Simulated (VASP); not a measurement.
# Si3HN4F in VASP: single point with PBE+D3(BJ)

Aim: the single point of Si3HN4F with PBE+D3(BJ).

Program: VASP 6.6.1. These are calculated values, not measurements. Logs are shortened: lines on timing, memory, paths and dates and some standing lists are left out, and cuts for length are marked.

### Step 1. The cell of the first run

The cell holds a slab with vacuum, 36 atoms: a = 5.823 Å, b = 7.619 Å, c = 24.584 Å, α = 90.00°, β = 90.00°, γ = 90.00°.

### Step 2. Single point, PBE+D3(BJ)

The input, INCAR:

```
SYSTEM = Si3HN4F
  PREC = Accurate
  ENCUT = 520
  EDIFF = 1E-7
  ISMEAR = 0
  SIGMA = 0.05
  LREAL = Auto
  LASPH = .TRUE.
  NELM = 60
  ALGO = Normal
  ISIF = 2
  LWAVE = .FALSE.
  LCHARG = .FALSE.
  LDIPOL = .TRUE.
  IDIPOL = 3
  DIPOL = 0.5 0.5 0.500
  GGA = PE
  IVDW = 12
  NBANDS = 104
```

The input, KPOINTS:

```
Automatic mesh
0
G
  3 2 1
  0 0 0
```

The input, POSCAR:

```
Si3HN4F
1.0
    5.8226178725      0.0000000000      0.0000000000
    0.0000000000      7.6192383080      0.0000000000
    0.0000000000      0.0000000000     24.5835573007
Si N F H
12 16 4 4
Direct
    0.3750000000      0.5290403536      0.3909604283
    0.8750000000      0.5290403536      0.3909604283
    0.1250000000      0.2098373768      0.4376855149
    0.6250000000      0.2098373768      0.4376855149
    0.1250000000      0.8192029767      0.4532749134
    0.6250000000      0.8192029767      0.4532749134
    0.3750000000      0.1763730324      0.5468093224
    0.8750000000      0.1763730324      0.5468093224
    0.3750000000      0.7845809231      0.5622611759
    0.8750000000      0.7845809231      0.5622611759
    0.1250000000      0.4649167402      0.6083637064
    0.6250000000      0.4649167402      0.6083637064
    0.1250000000      0.0000000000      0.4105302533
    0.6250000000      0.0000000000      0.4105302533
    0.1250000000      0.6350876233      0.4114399430
    0.6250000000      0.6350876233      0.4114399430
    0.3750000000      0.3200857035      0.4194612052
    0.8750000000      0.3200857035      0.4194612052
    0.3750000000      0.8150019198      0.4919787378
    0.8750000000      0.8150019198      0.4919787378
    0.1250000000      0.1854014067      0.5078691943
    0.6250000000      0.1854014067      0.5078691943
    0.1250000000      0.6733692326      0.5809499821
    0.6250000000      0.6733692326      0.5809499821
    0.3750000000      0.3575424165      0.5903729634
    0.8750000000      0.3575424165      0.5903729634
    0.3750000000     -0.0061730226      0.5875347823
    0.8750000000     -0.0061730226      0.5875347823
    0.3750000000      0.5107529673      0.3260747143
    0.8750000000      0.5107529673      0.3260747143
    0.1250000000      0.4861049851      0.6732927634
    0.6250000000      0.4861049851      0.6732927634
    0.1250000000      0.9813082240      0.3697157364
    0.6250000000      0.9813082240      0.3697157364
    0.3750000000      0.0132025489      0.6283958708
    0.8750000000      0.0132025489      0.6283958708
```

Potentials or basis: VASP PAW PBE potentials, release 64 (Si, N, F, H).

The run is started by

```console
cat potpaw_PBE.64/Si/POTCAR potpaw_PBE.64/N/POTCAR potpaw_PBE.64/F/POTCAR potpaw_PBE.64/H/POTCAR > POTCAR
mpirun -np 1 vasp_std > vasp.out
```

OUTCAR:

```text
SYSTEM = Si3HN4F
   PREC = Accurate
   ENCUT = 520
   EDIFF = 1E-7
   ISMEAR = 0
   LREAL = Auto
   LASPH = .TRUE.
   NELM = 60
   ISIF = 2
   GGA = PE
   IVDW = 12
 IVDW          = 12

 ion  position               nearest neighbor table
   1  0.375  0.529  0.391-  29 1.60  16 1.74  15 1.74  17 1.74   2 2.91   2 2.91   6 3.06   5 3.06
                             4 3.06   3 3.06
   2  0.875  0.529  0.391-  30 1.60  16 1.74  15 1.74  18 1.74   1 2.91   1 2.91   6 3.06   5 3.06
                             4 3.06   3 3.06
   3  0.125  0.210  0.438-  13 1.73  21 1.74  18 1.74  17 1.74   4 2.91   4 2.91   5 3.00   2 3.06
                             1 3.06   8 3.06   7 3.06
   4  0.625  0.210  0.438-  14 1.73  22 1.74  18 1.74  17 1.74   3 2.91   3 2.91   6 3.00   2 3.06
                             1 3.06   8 3.06   7 3.06
   5  0.125  0.819  0.453-  13 1.73  19 1.74  20 1.74  15 1.74   6 2.91   6 2.91   3 3.00   2 3.06
                             1 3.06  10 3.06   9 3.06
   6  0.625  0.819  0.453-  14 1.73  19 1.74  20 1.74  16 1.74   5 2.91   5 2.91   4 3.00   2 3.06
                             1 3.06  10 3.06   9 3.06
   7  0.375  0.176  0.547-  27 1.71  22 1.74  21 1.74  25 1.75   8 2.91   8 2.91   9 3.01  12 3.04
                            11 3.04   4 3.06   3 3.06
   8  0.875  0.176  0.547-  28 1.71  22 1.74  21 1.74  26 1.75   7 2.91   7 2.91  10 3.01  12 3.04
                            11 3.04   4 3.06   3 3.06
   9  0.375  0.785  0.562-  27 1.71  19 1.74  24 1.75  23 1.75  10 2.91  10 2.91   7 3.01  12 3.06
[... 39 lines left out ...]
 A1 = (   5.8226178725,   0.0000000000,   0.0000000000)
 A2 = (   0.0000000000,   7.6192383080,   0.0000000000)
 A3 = (   0.0000000000,   0.0000000000,  24.5835573007)

Analysis of symmetry for initial positions (statically):
=====================================================================
 Subroutine PRICEL returns following result:

  LATTYP: Found a simple orthorhombic cell.
 ALAT       =     2.9113089363
 B/A-ratio  =     2.6171177552
 C/A-ratio  =     8.4441595993

  Lattice vectors:

 A1 = (   2.9113089363,   0.0000000000,   0.0000000000)
 A2 = (   0.0000000000,   7.6192383080,   0.0000000000)
 A3 = (   0.0000000000,   0.0000000000,  24.5835573007)

   2 primitive cells build up your supercell.

 Routine SETGRP: Setting up the symmetry group for a
 simple orthorhombic supercell.

 Subroutine GETGRP returns: Found  2 space group operations
 (whereof  1 operations were pure point group operations)
 out of a pool of  8 trial point group operations.

The static configuration has the point symmetry C_1 .
 The point group associated with its full space group is C_1h.

Analysis of symmetry for dynamics (positions and initial velocities):
=====================================================================
 Subroutine PRICEL returns following result:

  LATTYP: Found a simple orthorhombic cell.
 ALAT       =     2.9113089363
 B/A-ratio  =     2.6171177552
 C/A-ratio  =     8.4441595993

  Lattice vectors:

 A1 = (   2.9113089363,   0.0000000000,   0.0000000000)
 A2 = (   0.0000000000,   7.6192383080,   0.0000000000)
 A3 = (   0.0000000000,   0.0000000000,  24.5835573007)

   2 primitive cells build up your supercell.

 Routine SETGRP: Setting up the symmetry group for a
 simple orthorhombic supercell.

 Subroutine GETGRP returns: Found  2 space group operations
 (whereof  1 operations were pure point group operations)
 out of a pool of  8 trial point group operations.

The dynamic configuration has the point symmetry C_1 .
 The point group associated with its full space group is C_1h.

 Subroutine INISYM returns: Found  2 space group operations
 (whereof  1 operations are pure point group operations),
 and found     2 'primitive' translations

----------------------------------------------------------------------------------------

                                     Primitive cell

  volume of cell :     545.3114

  direct lattice vectors                    reciprocal lattice vectors
     2.911308936  0.000000000  0.000000000     0.343488109  0.000000000  0.000000000
     0.000000000  7.619238308  0.000000000     0.000000000  0.131246715  0.000000000
     0.000000000  0.000000000 24.583557301     0.000000000  0.000000000  0.040677596

  length of vectors
     2.911308936  7.619238308 24.583557301     0.343488109  0.131246715  0.040677596

  position of ions in fractional coordinates (direct lattice)
[... 41 lines left out ...]

 KPOINTS: Automatic mesh

Automatic generation of k-mesh.
 Grid dimensions read from file:
 generate k-points for:    3    2    1

 Generating k-lattice:

  Cartesian coordinates                     Fractional coordinates (reciprocal lattice)
     0.057248018  0.000000000  0.000000000     0.333333333  0.000000000  0.000000000
     0.000000000  0.065623358  0.000000000     0.000000000  0.500000000  0.000000000
     0.000000000  0.000000000  0.040677596     0.000000000  0.000000000  1.000000000

  Length of vectors
     0.057248018  0.065623358  0.040677596

  Shift w.r.t. Gamma in fractional coordinates (k-lattice)
     0.000000000  0.000000000  0.000000000

 Subroutine IBZKPT returns following result:
 ===========================================

 Found      4 irreducible k-points:

 Following reciprocal coordinates:
            Coordinates               Weight
  0.000000  0.000000  0.000000      1.000000
  0.333333  0.000000  0.000000      2.000000
  0.000000  0.500000  0.000000      1.000000
  0.333333  0.500000  0.000000      2.000000
   k-points           NKPTS =      4   k-points in BZ     NKDIM =      4   number of bands    NBANDS=    104
   number of dos      NEDOS =    301   number of ions     NIONS =     36
   total plane-waves  NPLWV = 552960
   dimension x,y,z NGX =    48 NGY =   60 NGZ =  192
   dimension x,y,z NGXF=    96 NGYF=  120 NGZF=  384
   ions per type =              12  16   4   4
   NGX,Y,Z   is equivalent  to a cutoff of  13.70, 13.09, 12.98 a.u.
   NGXF,Y,Z  is equivalent  to a cutoff of  27.41, 26.18, 25.97 a.u.
 SYSTEM =  Si3HN4F
   PREC   = accura    normal or accurate (medium, high low for compatibility)
   ISTART =      0    job   : 0-new  1-cont  2-samecut
   ICHARG =      2    charge: 1-file 2-atom 10-const
   ISPIN  =      1    spin polarized calculation?
   LNONCOLLINEAR =      F non collinear calculations
   LSORBIT =      F    spin-orbit coupling
   LASPH  =      T    aspherical Exc in radial PAW
   ENCUT  =  520.0 eV  38.22 Ry    6.18 a.u.  10.83 14.17 45.71*2*pi/ulx,y,z
   NELM   =     60;   NELMIN=  2; NELMDL= -5     # of ELM steps
   EDIFF  = 0.1E-06   stopping-criterion for ELM
   LREAL  =      T    real-space projection
   EDIFFG = 0.1E-05   stopping-criterion for IOM
   NSW    =      0    number of steps for IOM
   IBRION =     -1    ionic relax: 0-MD 1-quasi-New 2-CG
   NFREE  =      0    steps in history (QN), initial steepest desc. (CG)
   ISIF   =      2    stress and relaxation
   ISYM   =      2    0-nonsym 1-usesym 2-fastsym
   POTIM  = 0.5000    time-step for ionic-motion
   TEBEG  =    0.0;   TEEND  =   0.0 temperature during run
   PSTRESS=    0.0 pullay stress
   NELECT =     160.0000    total number of electrons
   NUPDOWN=      -1.0000    fix difference up-down
   EMIN   =  10.00;   EMAX   =-10.00  energy-range for DOS
   EFERMI =   0.00;   METHOD = LEGACY
   ISMEAR =     0;   SIGMA  =   0.05  broadening in eV -4-tet -1-fermi 0-gaus
   EFERMI_NEDOS =   21; number of points for ismear=-14 and -15
   IALGO  =     38    algorithm
   IMIX   =      4    mixing-type and parameters
     AMIX     =   0.40;   BMIX     =  1.00
     AMIX_MAG =   1.60;   BMIX_MAG =  1.00
  volume/ion in A,a.u.               =      30.30       204.44
  Fermi-wavevector in a.u.,A,eV,Ry     =   0.863422  1.631632 10.143119  0.745498
  Thomas-Fermi vector in A             =   1.981370
   LORBIT       =      0    0 simple, 1 ext, 2 COOP (PROOUT), +10 PAW based schemes
   GGA     = PE    functional components
   LHFCALC =     F    Hartree Fock is set to
   AEXX    =    0.0000 exact exchange contribution
   IVDW    =    12    specifies the selected vdW correction
   LEPSILON=     F    determine dielectric tensor
   LRPA    =     F    only Hartree local field effects (RPA)
 non-spin polarized calculation
 Gauss-broadening in eV      SIGMA  =   0.05
  energy-cutoff  :      520.00
  volume of cell :     1090.62
 maximum number of plane-waves:     29416
 NGX is ok and might be reduce to    48
   NGX = 21   NGY = 29   NGZ = 91

 number of electron     159.9999954 magnetization

 dipolmoment           0.000000      0.000000      0.030329 electrons x Angstroem

 Free energy of the ion-electron system (eV)
  ---------------------------------------------------
  ext. energy  EPLUGINS =         0.00000000
  ---------------------------------------------------
  free energy    TOTEN  =      -264.26168807 eV

  energy without entropy =     -264.26168807  energy(sigma->0) =     -264.26168807

 E-fermi :  -1.7281     XC(G=0):  -3.9098

 val. band max:       -1.9979358179   @ k =   0.0000   0.5000   0.0000
 cond. band min:       1.8228917406   @ k =   0.0000   0.0000   0.0000
 fundamental gap:      3.8208275586
 Fermi energy:        -1.7280901046

 k-point     1 :       0.0000    0.0000    0.0000
  band No.  band energies     occupation
      1     -26.5825      2.00000
      2     -26.4075      2.00000
      3     -26.3553      2.00000
      4     -26.1764      2.00000
      5     -20.1530      2.00000
      6     -19.4723      2.00000
[... 369 lines left out ...]
     91       3.9279      0.00000
     92       3.9293      0.00000
 [bands above 92 left out]

------------------------ aborting loop because EDIFF is reached ----------------------------------------

 vacuum level on the upper side and lower side of the slab       (xc-potential included)        -0.016        -0.143

 Edisp (eV)   -5.47607

 E8    (eV) :    -1.9590

  FORCE on cell =-STRESS in cart. coord.  units (eV):
  Direction    XX          YY          ZZ          XY          YZ          ZX
  --------------------------------------------------------------------------------------
  -------------------------------------------------------------------------------------
  Total       0.72165     0.15227    -1.09151     0.00000    -0.19288     0.00000
  in kB       1.06014     0.22370    -1.60348     0.00000    -0.28335     0.00000
  external pressure =       -0.11 kB  Pullay stress =        0.00 kB

 VOLUME and BASIS-vectors are now :
 -----------------------------------------------------------------------------
  energy-cutoff  :      520.00
  volume of cell :     1090.62
      direct lattice vectors                 reciprocal lattice vectors
     5.822617873  0.000000000  0.000000000     0.171744054  0.000000000  0.000000000
     0.000000000  7.619238308  0.000000000     0.000000000  0.131246715  0.000000000
     0.000000000  0.000000000 24.583557301     0.000000000  0.000000000  0.040677596

 POSITION                                       TOTAL-FORCE (eV/Angst)
 -----------------------------------------------------------------------------------
      2.18348      4.03088      9.61120         0.000000      0.026602      1.121705
      5.09479      4.03088      9.61120         0.000000      0.026602      1.121705
      0.72783      1.59880     10.75987         0.000000     -0.374141     -0.404904
      3.63914      1.59880     10.75987        -0.000000     -0.374141     -0.404904
      0.72783      6.24170     11.14311         0.000000      0.412622     -0.546261
      3.63914      6.24170     11.14311         0.000000      0.412622     -0.546261
[... 28 lines left out ...]
      2.18348      0.10059     15.44821        -0.000000     -0.001417     -0.001197
      5.09479      0.10059     15.44821        -0.000000     -0.001417     -0.001197
 -----------------------------------------------------------------------------------
    total drift:                                0.000000      0.009264     -0.012551

  FREE ENERGIE OF THE ION-ELECTRON SYSTEM (eV)
  ---------------------------------------------------
  free  energy   TOTEN  =      -269.7377603455 eV

  energy  without entropy=     -269.7377603455  energy(sigma->0) =     -269.73776035

 vacuum level on the upper side and lower side of the slab         3.834         3.707
```

Wall time 28 min (1 thread of AMD EPYC 7R43 (Zen 3), shared host); peak memory 1.2 GiB.

Results:

| Item | Value |
| --- | --- |
| Free energy | -269.7378 eV |
| Largest force | 1.122 eV/Å |
| Band gap on the k mesh | 3.82 eV |
| Dispersion energy per atom | -0.152 eV |

Forces in eV/Å, atoms in the order of the input:
```
Si   0.000  0.027  1.122
Si   0.000  0.027  1.122
Si   0.000 -0.374 -0.405
Si   0.000 -0.374 -0.405
Si   0.000  0.413 -0.546
Si   0.000  0.413 -0.546
Si   0.000 -0.005 -0.001
Si   0.000 -0.005 -0.001
Si   0.000  0.016 -0.002
Si   0.000  0.016 -0.002
Si   0.000 -0.027 -0.229
Si   0.000 -0.027 -0.229
N    0.000  0.102  0.904
N    0.000  0.102  0.904
N    0.000 -0.395 -0.632
N    0.000 -0.395 -0.632
N    0.000  0.461 -0.458
N    0.000  0.461 -0.458
N    0.000 -0.220  0.241
N    0.000 -0.220  0.241
N    0.000  0.007 -0.003
N    0.000  0.007 -0.003
N    0.000 -0.011 -0.005
N    0.000 -0.011 -0.005
N    0.000  0.009  0.007
N    0.000  0.009  0.007
N    0.000 -0.005  0.006
N    0.000 -0.005  0.006
F    0.000 -0.021 -0.218
F    0.000 -0.021 -0.218
F    0.000  0.025  0.217
F    0.000  0.025  0.217
H    0.000  0.001  0.005
H    0.000  0.001  0.005
H    0.000 -0.001 -0.001
H    0.000 -0.001 -0.001
```
